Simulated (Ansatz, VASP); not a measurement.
## Two plane-wave programs on Na4TeC

INCAR

```
PREC = Accurate ; ENCUT = 600
EDIFF = 1E-6 ; ISMEAR = 0
SIGMA = 0.1 ; LREAL = False
LASPH = True ; NELM = 60
ALGO = Normal ; ISIF = 3
LWAVE = False ; LCHARG = False
GGA = PE ; IBRION = 2
NSW = 100 ; EDIFFG = -0.01
```

KPOINTS

```
Automatic mesh
0
Gamma
  8 8 6
```

The input POSCAR:

```
Na4TeC
1.0
    4.7733555935      0.0000000000      0.0000000000
    0.0000000000      4.7733555935      0.0000000000
    0.0000000000      0.0000000000      6.9757441490
Na Te C
4 1 1
Direct
    0.5000000000      0.0000000000      0.2195441968
    0.0000000000      0.5000000000      0.7804558032
    0.5000000000      0.0000000000      0.7804558032
    0.0000000000      0.5000000000      0.2195441968
    0.5000000000      0.5000000000      0.5000000000
    0.0000000000      0.0000000000      0.0000000000
```

Input for Ansatz:

```yaml
crystal:
  lattice:
    - [4.7733555935, 0.0, 0.0]
    - [0.0, 4.7733555935, 0.0]
    - [0.0, 0.0, 6.975744149]
  atoms:
    - { symbol: Na, position: [0.5, 0.0, 0.2195441968] }
    - { symbol: Na, position: [0.0, 0.5, 0.7804558032] }
    - { symbol: Na, position: [0.5, 0.0, 0.7804558032] }
    - { symbol: Na, position: [0.0, 0.5, 0.2195441968] }
    - { symbol: Te, position: [0.5, 0.5, 0.5] }
    - { symbol: C, position: [0.0, 0.0, 0.0] }
basis:
  ecutwfc: 420
kpoints:
  mp_grid: { grid: [8, 8, 6] }
hamiltonian:
  xc: pbe
scf:
  occupations: { method: gaussian, width: 0.1 }
output:
  forces: true
  stress: true
  eigenvalues: true
  write_density: true
  write_potential: true
  elf: true
  volumetric_format: npy
relax:
  adjacent_minimum: "off"
  f_tol: 0.01
  max_steps: 80
  cell: { stress_tol: 0.05 }
```

Alike in both runs: task relaxation of cell and atoms; functional PBE; k mesh 8 × 8 × 6; occupations gaussian, width 0.1 eV; no spin polarisation.

```csv
,VASP,Ansatz
version,VASP 6.6.1,Ansatz 0.2.0
potentials or method,"VASP PAW PBE potentials, release 64 (Na_pv, Te, C), cutoff 600 eV","scalar-relativistic, plane waves, PAW"
valence electrons in the cell,38,56
```

```csv
,VASP,Ansatz,Ansatz less VASP
"gap on the k mesh at the Fermi level, each at its own relaxed structure (eV)",none,none,-
relaxed volume (Å³/atom),26.37,26.33,-0.041
relaxed cell length with the largest relative difference (Å),7.069,7.063,-0.0063
```

A gap of «none» marks a metal or a gap that the smearing closes. VASP's potentials hold 38 valence electrons a cell and Ansatz's 56, so a difference there can come from the potentials and not from the codes.

Neither program's run includes spin-orbit coupling.
